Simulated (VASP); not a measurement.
# Si16C (a cell with a defect) in VASP: further runs

The runs below take Si16C (a cell with a defect) through single point, with PBE.

Everything below comes from runs of VASP 6.6.1. Logs are shortened: lines on timing, memory, paths and dates and some standing lists are left out, and cuts for length are marked.

### Step 1. The cell of the first run

The cell holds a defect, 17 atoms: a = 7.679 Å, b = 7.679 Å, c = 7.679 Å, α = 60.00°, β = 60.00°, γ = 60.00°.

### Step 2. Single point, PBE, collinear spin, zero start

The input, INCAR:

```
SYSTEM = Si16C
ALGO = Normal ; EDIFF = 1E-6
ENCUT = 520 ; GGA = PE
ISIF = 2 ; ISMEAR = 0
ISPIN = 2 ; LASPH = .True.
LCHARG = .True. ; LELF = .True.
LORBIT = 11 ; LREAL = Auto
LVHAR = .True. ; LWAVE = .False.
MAGMOM = 0 0 0 0 0 0 0 0 0 0 0 0 0 0 0 0 0 ; NBANDS = 52
NELM = 150 ; PREC = Accurate
SIGMA = 0.05
```

The input, KPOINTS:

```
k-points
0
Gamma
  2 2 2
  0 0 0
```

The input, POSCAR:

```
Si16C
1.0
    0.0000000000      5.4300000000      5.4300000000
    5.4300000000      0.0000000000      5.4300000000
    5.4300000000      5.4300000000      0.0000000000
Si C
16 1
Direct
    0.0051384899      0.0146355433     -0.0198038674
    0.1311161142      0.1267651013      0.1170973297
    0.0294918969      0.0057904236      0.4900882136
    0.1234018416      0.1680263352      0.6074325967
    0.0087042357      0.5009685083     -0.0098598527
    0.1087627993      0.6401476980      0.1237274401
   -0.0196963168      0.5774828729      0.4860246777
    0.1636279006      0.6299245856      0.6176623389
    0.5034323204     -0.0115242173     -0.0141595764
    0.6317953039      0.1249304788      0.0923571823
    0.5106360037      0.0221632597      0.4578334254
    0.6604751381      0.0716567219      0.6164482505
    0.4750096685      0.4875709945      0.0451330571
    0.6342326888      0.6152398711      0.1309582873
    0.5322876611      0.4633767956      0.5062116022
    0.5868591160      0.5939465930      0.6829478821
    0.7250678637      0.7834319521      0.5666260589
```

Potentials or basis: VASP PAW PBE potentials, release 64 (Si, C).

Started as:

```sh
> cat potpaw_PBE.64/Si/POTCAR potpaw_PBE.64/C/POTCAR > POTCAR
> mpirun -np 1 vasp_std > vasp.out
```

OUTCAR:

```text
SYSTEM = Si16C
   EDIFF = 1E-6
   ENCUT = 520
   GGA = PE
   ISIF = 2
   ISMEAR = 0
   ISPIN = 2
   LASPH = .True.
   LORBIT = 11
   LREAL = Auto
   NELM = 150
   PREC = Accurate

 ion  position               nearest neighbor table
   1  0.005  0.015  0.980-   4 2.35  10 2.35   6 2.35   2 2.35
   2  0.131  0.127  0.117-   9 2.34   3 2.35   5 2.35   1 2.35
   3  0.029  0.006  0.490-   2 2.35  12 2.35   4 2.36   8 2.36
   4  0.123  0.168  0.607-   1 2.35   3 2.36  11 2.44   7 2.57
   5  0.009  0.501  0.990-   6 2.34   2 2.35   8 2.35  14 2.35
   6  0.109  0.640  0.124-   7 2.31  13 2.32   5 2.34   1 2.35
   7  0.980  0.577  0.486-  17 1.84   6 2.31   8 2.36   4 2.57  16 2.58
   8  0.164  0.630  0.618-  15 2.33   5 2.35   3 2.36   7 2.36
   9  0.503  0.988  0.986-  10 2.33  12 2.33   2 2.34  14 2.35
  10  0.632  0.125  0.092-  11 2.30  13 2.33   9 2.33   1 2.35
  11  0.511  0.022  0.458-  17 1.90  12 2.29  10 2.30   4 2.44  16 2.75
  12  0.660  0.072  0.616-  17 2.20  11 2.29   9 2.33   3 2.35  15 2.46
  13  0.475  0.488  0.045-  16 2.28   6 2.32  10 2.33  14 2.35
  14  0.634  0.615  0.131-   9 2.35   5 2.35  13 2.35  15 2.36
  15  0.532  0.463  0.506-  16 2.32   8 2.33  14 2.36  12 2.46
  16  0.587  0.594  0.683-  17 1.83  13 2.28  15 2.32   7 2.58  11 2.75
  17  0.725  0.783  0.567-  16 1.83   7 1.84  11 1.90  12 2.20

  LATTYP: Found a face centered cubic cell.
 ALAT       =    10.8600000000

  Lattice vectors:

 A1 = (   0.0000000000,   5.4300000000,   5.4300000000)
 A2 = (   5.4300000000,   0.0000000000,   5.4300000000)
 A3 = (   5.4300000000,   5.4300000000,   0.0000000000)

Analysis of symmetry for initial positions (statically):
=====================================================================
 Subroutine PRICEL returns:
 Original cell was already a primitive cell.

 Routine SETGRP: Setting up the symmetry group for a
 face centered cubic supercell.

 Subroutine GETGRP returns: Found  1 space group operations
 (whereof  1 operations were pure point group operations)
 out of a pool of 48 trial point group operations.

The static configuration has the point symmetry C_1 .

Analysis of symmetry for dynamics (positions and initial velocities):
=====================================================================
 Subroutine PRICEL returns:
 Original cell was already a primitive cell.

 Routine SETGRP: Setting up the symmetry group for a
 face centered cubic supercell.

 Subroutine GETGRP returns: Found  1 space group operations
[... 175 lines left out ...]
  ext. energy  EPLUGINS =         0.00000000
  ---------------------------------------------------
  free energy    TOTEN  =       -90.91927315 eV

  energy without entropy =      -90.91243695  energy(sigma->0) =      -90.91585505

 E-fermi :   6.2479     XC(G=0):  -9.5688

 val. band max:        6.2391072766   @ k =   0.5000   0.5000   0.0000
 cond. band min:       6.2567485233   @ k =   0.0000   0.0000   0.0000
 fundamental gap:      0.0176412467
 Fermi energy:         6.2479272419

 spin component 1

 k-point     1 :       0.0000    0.0000    0.0000
  band No.  band energies     occupation
      1      -7.5047      1.00000
      2      -5.3113      1.00000
      3      -4.0710      1.00000
      4      -3.7701      1.00000
      5      -3.5908      1.00000
      6      -2.9093      1.00000
[... 381 lines left out ...]
     45      10.1396      0.00000
     46      10.2720      0.00000
 Fermi energy:         6.2479272419

 spin component 2

 k-point     1 :       0.0000    0.0000    0.0000
  band No.  band energies     occupation
      1      -7.5047      1.00000
      2      -5.3113      1.00000
      3      -4.0710      1.00000
      4      -3.7701      1.00000
      5      -3.5908      1.00000
      6      -2.9093      1.00000
[... 381 lines left out ...]
     45      10.1396      0.00000
     46      10.2720      0.00000
 [bands above 46 left out]

------------------------ aborting loop because EDIFF is reached ----------------------------------------

  FORCE on cell =-STRESS in cart. coord.  units (eV):
  Direction    XX          YY          ZZ          XY          YZ          ZX
  --------------------------------------------------------------------------------------
  -------------------------------------------------------------------------------------
  Total        4.0680435      5.5606720      9.0198173      2.9406310     -0.9906481     -2.1307165
  in kB       20.3547929     27.8232833     45.1314037     14.7136908     -4.9567897    -10.6612168
  external PRESSURE =      31.1031600 kB  Pullay stress =       0.0000000 kB

 VOLUME and BASIS-vectors are now :
 -----------------------------------------------------------------------------
  energy-cutoff  :      520.00
  volume of cell :      320.21
      direct lattice vectors                 reciprocal lattice vectors
     0.000000000  5.430000000  5.430000000    -0.092081031  0.092081031  0.092081031
     5.430000000  0.000000000  5.430000000     0.092081031 -0.092081031  0.092081031
     5.430000000  5.430000000  0.000000000     0.092081031  0.092081031 -0.092081031

 POSITION                                       TOTAL-FORCE (eV/Angst)
 -----------------------------------------------------------------------------------
      5.40194      5.35037      0.10737        -0.006508      0.045614     -0.012455
      1.32417      1.34780      1.40030         0.017880     -0.011515     -0.016794
      2.69262      2.82132      0.19158         0.063373     -0.015138     -0.015836
      4.21074      3.96843      1.58246        -0.072986     -0.063275      0.014530
      8.09672      5.42372      2.76752         0.027225      0.003721      0.019424
      4.14784      1.26242      4.06658        -0.076096     -0.111280      0.078832
[... 9 lines left out ...]
      6.93354      6.89505      6.41177         0.084932     -0.050914     -0.170825
      7.33081      7.01390      8.19115         0.511688     -0.251204     -0.050639
 -----------------------------------------------------------------------------------
    total drift:                                0.002632     -0.004043     -0.008624

  FREE ENERGIE OF THE ION-ELECTRON SYSTEM (eV)
  ---------------------------------------------------
  free  energy   TOTEN  =       -90.9192731454 eV

  energy  without entropy=      -90.9124369471  energy(sigma->0) =      -90.91585505

 total charge

# of ion       s       p       d       tot
------------------------------------------
    1        0.742   0.952   0.000   1.694
    2        0.738   0.958   0.000   1.697
    3        0.745   0.945   0.000   1.691
    4        0.760   0.885   0.000   1.645
    5        0.740   0.955   0.000   1.695
    6        0.747   0.962   0.000   1.709
[... 9 lines left out ...]
   16        0.778   0.907   0.000   1.685
   17        0.890   1.561   0.000   2.451
--------------------------------------------------
tot         12.882  16.558   0.000  29.440

 magnetization (x)

# of ion       s       p       d       tot
------------------------------------------
    1        0.000   0.000   0.000   0.000
    2        0.000   0.000   0.000   0.000
    3        0.000   0.000   0.000   0.000
    4       -0.000   0.000   0.000   0.000
    5        0.000   0.000   0.000   0.000
    6        0.000   0.000   0.000   0.000
[... 9 lines left out ...]
   16       -0.000   0.000   0.000   0.000
   17        0.000   0.000   0.000   0.000
--------------------------------------------------
tot          0.000   0.000   0.000   0.000
```

stdout:

```text
POSCAR found type information on POSCAR SiC
 POSCAR found :  2 types and      17 ions
 scaLAPACK will be used
 LDA part: xc-table for (Slater+PW92), standard interpolation
 POSCAR, INCAR and KPOINTS ok, starting setup
 FFT: planning ... GRIDC
 FFT: planning ... GRID_SOFT
 FFT: planning ... GRID
 WAVECAR not read
 entering main loop
```

It took 4.3 min on 1 thread of Intel Xeon 6975P-C (Granite Rapids), shared host; peak memory 0.7 GiB.

Results:

| Item | Value |
| --- | --- |
| Free energy | -90.9193 eV |
| Pressure | 3.1 GPa |
| Largest force | 0.648 eV/Å |
| Band gap on the k mesh | 0.02 eV |
| Net moment | 0.00 μB per cell |
| Valence electrons inside the program's atomic spheres | Si 1.69, 1.70, 1.65, 1.71, 1.66, 1.67, 1.72 (each value once); C 2.45 |

Forces on the atoms (eV/Å):
```
Si  -0.007  0.046 -0.012
Si   0.018 -0.012 -0.017
Si   0.063 -0.015 -0.016
Si  -0.073 -0.063  0.015
Si   0.027  0.004  0.019
Si  -0.076 -0.111  0.079
Si  -0.507  0.400  0.049
Si   0.025 -0.119 -0.045
Si   0.009  0.020  0.036
Si   0.065 -0.002 -0.048
Si  -0.174 -0.305 -0.022
Si   0.071  0.325  0.222
Si  -0.047  0.084 -0.033
Si  -0.011  0.005 -0.029
Si   0.019  0.046  0.023
Si   0.085 -0.051 -0.171
C    0.512 -0.251 -0.051
```

Stress tensor (GPa, compression positive):
```
 2.04  1.47 -1.07
 1.47  2.78 -0.50
-1.07 -0.50  4.51
```

Levels at points of the mesh, in eV from the valence-band top:
Spin up:
| k point | band 31 | band 32 | band 33 | band 34 | band 35 | band 36 | band 37 | band 38 |
| --- | --- | --- | --- | --- | --- | --- | --- | --- |
| (0.00, 0.00, 0.00) | -1.05 | -0.66 | -0.52 | -0.17 | 0.02 | 0.26 | 0.51 | 0.60 |
| (0.50, 0.00, 0.00) | -1.20 | -1.12 | -0.68 | -0.60 | 0.60 | 1.12 | 1.15 | 1.28 |
| (0.00, 0.50, 0.00) | -1.29 | -1.19 | -0.95 | -0.68 | 0.58 | 1.07 | 1.18 | 1.28 |
| (0.00, 0.00, 0.50) | -1.14 | -1.09 | -0.51 | -0.36 | 0.55 | 0.94 | 1.06 | 1.21 |
| (0.50, 0.50, 0.50) | -1.15 | -1.05 | -0.81 | -0.26 | 0.59 | 0.99 | 1.19 | 1.32 |
| (0.50, 0.50, 0.00) | -1.64 | -1.56 | -0.89 | 0.00 | 0.50 | 1.03 | 1.45 | 1.91 |
| (0.00, 0.50, 0.50) | -1.69 | -1.53 | -0.93 | -0.65 | 0.67 | 1.26 | 1.48 | 1.99 |
| (0.50, 0.00, 0.50) | -1.54 | -1.52 | -0.97 | -0.48 | 0.59 | 1.09 | 1.48 | 1.93 |
Spin down:
| k point | band 32 | band 33 | band 34 | band 35 | band 36 | band 37 |
| --- | --- | --- | --- | --- | --- | --- |
| (0.00, 0.00, 0.00) | -0.66 | -0.52 | -0.17 | 0.02 | 0.26 | 0.51 |
| (0.50, 0.00, 0.00) | -1.12 | -0.68 | -0.60 | 0.60 | 1.12 | 1.15 |
| (0.00, 0.50, 0.00) | -1.19 | -0.95 | -0.68 | 0.58 | 1.07 | 1.18 |
| (0.00, 0.00, 0.50) | -1.09 | -0.51 | -0.36 | 0.55 | 0.94 | 1.06 |
| (0.50, 0.50, 0.50) | -1.05 | -0.81 | -0.26 | 0.59 | 0.99 | 1.19 |
| (0.50, 0.50, 0.00) | -1.56 | -0.89 | 0.00 | 0.50 | 1.03 | 1.45 |
| (0.00, 0.50, 0.50) | -1.53 | -0.93 | -0.65 | 0.67 | 1.26 | 1.48 |
| (0.50, 0.00, 0.50) | -1.52 | -0.97 | -0.48 | 0.59 | 1.09 | 1.48 |

Caveat: the k points lie up to 0.50 Å⁻¹ apart.

### Step 3. Single point, PBE, collinear spin

The input, INCAR:

```
  PREC = Accurate
  ENCUT = 520
  EDIFF = 1E-7
  ISMEAR = 0
  SIGMA = 0.05
  LREAL = Auto
  LASPH = True
  NELM = 150
  ALGO = Normal
  ISIF = 2
  LWAVE = False
  LCHARG = False
  ISPIN = 2
  MAGMOM = 0 0 0 0 0 0 0 0 0 0 0 0 0 0 0 0 1
  LORBIT = 11
  GGA = PE
  NBANDS = 52
```

The input, KPOINTS:

```
regular mesh
0
Gamma
  2 2 2
```

The input, POSCAR:

```
Si16C
1.0
    0.0000000000      5.4300000000      5.4300000000
    5.4300000000      0.0000000000      5.4300000000
    5.4300000000      5.4300000000      0.0000000000
Si C
16 1
Direct
   -0.0483957578     -0.0309103071      0.0794428542
    0.1188182855      0.1079400845      0.1391227891
   -0.0067371916      0.0172005430      0.5137720946
    0.0917783106      0.1375083850      0.6709478811
   -0.0130480147      0.4769982944     -0.0051851431
    0.1136189783      0.6149616191      0.0926036276
    0.0585572896      0.4964494277      0.5145885534
    0.1506204848      0.6436519376      0.6376316302
    0.4917617483      0.0024933782     -0.0040171901
    0.5905484797      0.1519968400      0.1200184475
    0.4624093413      0.0355900477      0.4969555248
    0.6189486891      0.1278380836      0.6213747562
    0.4968920126      0.5236477192     -0.0434369464
    0.6132861631      0.6278814595      0.1097466701
    0.5165197434      0.5005210862      0.4834167130
    0.6474281081      0.6678995500      0.5494190480
    0.9082923297      0.7069926512      0.3337574898
```

Potentials or basis: VASP PAW PBE potentials, release 64 (Si, C).

Started as:

```sh
> cat potpaw_PBE.64/Si/POTCAR potpaw_PBE.64/C/POTCAR > POTCAR
> mpirun -np 1 vasp_std > vasp.out
```

OUTCAR:

```text
PREC = Accurate
   ENCUT = 520
   EDIFF = 1E-7
   ISMEAR = 0
   LREAL = Auto
   LASPH = True
   NELM = 150
   ISIF = 2
   ISPIN = 2
   LORBIT = 11
   GGA = PE

 ion  position               nearest neighbor table
   1  0.952  0.969  0.079-  17 2.02   6 2.33  10 2.33   2 2.33   4 2.57
   2  0.119  0.108  0.139-   5 2.32   1 2.33   9 2.34   3 2.36
   3  0.993  0.017  0.514-   8 2.36  12 2.36   2 2.36   4 2.37
   4  0.092  0.138  0.671-   7 2.32  11 2.35   3 2.37   1 2.57
   5  0.987  0.477  0.995-   6 2.28   8 2.32   2 2.32  14 2.35
   6  0.114  0.615  0.093-  17 1.92   5 2.28   1 2.33  13 2.42   7 2.75
   7  0.059  0.496  0.515-  17 1.83   8 2.28   4 2.32  16 2.67   6 2.75
   8  0.151  0.644  0.638-   7 2.28  15 2.32   5 2.32   3 2.36
[... 1044 lines left out ...]
      4.38992      4.14160      1.24503        -0.010038     -0.004198      0.003350
      7.99195     10.76099      7.94925        -0.002210      0.010515      0.006029
      3.84208      1.11979      3.95619        -0.005717     -0.000290      0.001528
[... 9 lines left out ...]
      6.61004      6.49888      7.14223         0.000510     -0.009108     -0.008499
      5.65127      6.74433      8.77100         0.002929     -0.013251      0.001357
 -----------------------------------------------------------------------------------
    total drift:                               -0.009357      0.003741     -0.008943

  FREE ENERGIE OF THE ION-ELECTRON SYSTEM (eV)
  ---------------------------------------------------
  free  energy   TOTEN  =       -90.9847208650 eV

  energy  without entropy=      -90.9846926959  energy(sigma->0) =      -90.98470678

 total charge

# of ion       s       p       d       tot
------------------------------------------
    1        0.738   0.906   0.000   1.644
    2        0.748   0.951   0.000   1.699
    3        0.743   0.938   0.000   1.681
    4        0.776   0.892   0.000   1.669
    5        0.746   0.969   0.000   1.715
    6        0.762   0.906   0.000   1.668
[... 9 lines left out ...]
   16        0.747   0.891   0.000   1.638
   17        0.881   1.569   0.000   2.450
--------------------------------------------------
tot         12.891  16.477   0.000  29.368

 magnetization (x)

# of ion       s       p       d       tot
------------------------------------------
    1       -0.000  -0.000   0.000  -0.000
    2        0.000   0.000   0.000   0.000
    3        0.000   0.000   0.000   0.000
    4        0.000   0.000   0.000   0.000
    5        0.000  -0.000   0.000   0.000
    6       -0.000   0.000   0.000  -0.000
[... 9 lines left out ...]
   16       -0.000  -0.000   0.000  -0.000
   17        0.000   0.000   0.000   0.000
--------------------------------------------------
tot          0.000   0.000   0.000   0.000
```

It took 4.5 min on 1 thread of Intel Xeon 6975P-C (Granite Rapids), shared host; peak memory 0.71 GiB.

Results:

* Free energy: -90.9847 eV
* Pressure: 2.6 GPa
* Largest force: 0.016 eV/Å
* Band gap on the k mesh: 0.23 eV
* Net moment: 0.00 μB per cell
* Valence electrons inside the program's atomic spheres: Si 1.64, 1.70, 1.68, 1.67, 1.72, 1.69, 1.65 (each value once); C 2.45

Forces in eV/Å, atoms in the order of the input:
```
Si  -0.005  0.010 -0.010
Si   0.013 -0.001 -0.002
Si  -0.002 -0.001 -0.003
Si  -0.010 -0.004  0.003
Si  -0.002  0.011  0.006
Si  -0.006  0.000  0.002
Si  -0.002  0.006  0.000
Si  -0.002  0.003  0.006
Si  -0.004 -0.001  0.003
Si   0.011 -0.004  0.000
Si  -0.003  0.007 -0.003
Si  -0.005 -0.004  0.005
Si   0.000 -0.010 -0.002
Si   0.001  0.000 -0.001
Si   0.012  0.011  0.003
Si   0.001 -0.009 -0.008
C    0.003 -0.013  0.001
```

Caveat: the k points lie up to 0.50 Å⁻¹ apart.
